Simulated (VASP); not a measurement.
BeS:

```
Be S
1.0
     0.00000    2.31730    2.31730
     2.45193    0.00000    2.31730
     2.45193    2.31730    0.00000
Be S
1 1
Direct
  0.00000 0.00000 0.00000
  0.50000 0.50000 0.50000
```

This cell differs from its parent crystal: uniaxial x strain +5.8%.

Program: VASP 6.6.1. Alike in all runs: task single point; potentials or basis VASP PAW PBE potentials, release 64 (Be, S); no spin polarisation; cell as given; cutoff (eV) 520.

Problem. Order these runs on this cell by their band gap on the k mesh, lowest first.
A. level r2SCAN; k mesh 10 × 10 × 10; smearing gaussian 0.01 eV
B. level PBE; k mesh 10 × 10 × 10; smearing fermi-dirac 0.02 eV
C. level HSE06; k mesh 6 × 6 × 6; smearing gaussian 0.01 eV; grid for exact exchange (PRECFOCK) Normal; share of exact exchange 0.25; screening parameter 0.2079 1/Å

Solution. B (0.69 eV), A (1.01 eV), C (1.41 eV).

Caveats: the cell stands under tension.

A k mesh can miss the band edges.
